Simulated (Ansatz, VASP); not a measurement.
**Two plane-wave programs on CdSeS4**

```
CELL_PARAMETERS angstrom
0.00000 3.86403 3.86403
3.86403 0.00000 3.86403
3.86403 3.86403 0.00000
ATOMIC_POSITIONS crystal
Cd 0.25000 0.25000 0.25000
Se 0.00000 0.00000 0.00000
S 0.63714 0.63714 0.08857
S 0.63714 0.08857 0.63714
S 0.08857 0.63714 0.63714
S 0.63714 0.63714 0.63714
```

Change from the starting cell: species swapped into the GdYCo4 type (F-43m, No. 216).

Alike in both runs: functional PBE; k mesh 8 × 8 × 8; occupations gaussian, width 0.1 eV; no spin polarisation.

Ansatz relaxed the structure, and its values are those at the end. VASP's run is a single point on that final structure, the one shown.

|  | VASP | Ansatz |
| --- | --- | --- |
| version | VASP 6.6.1 | Ansatz 0.2.0 |
| potentials or method | VASP PAW PBE potentials, release 64 (Cd, Se, S), cutoff 520 eV | scalar-relativistic, plane waves, PAW |
| valence electrons in the cell | 42 | 60 |

VASP gave:

* gap on the k mesh at the Fermi level (eV): none
* pressure (GPa): 0.0
* rms of the force components (eV/Å): 0.020

Problem. What did Ansatz give for the same quantities?

Solution. gap on the k mesh at the Fermi level (eV): none; pressure (GPa): 0.0; rms of the force components (eV/Å): 0.001.

A gap of «none» marks a metal or a gap that the smearing closes. With one functional, cell and mesh, what is left measures potentials, basis and numerics. VASP's potentials hold 42 valence electrons a cell and Ansatz's 60, so a difference there can come from the potentials and not from the codes.
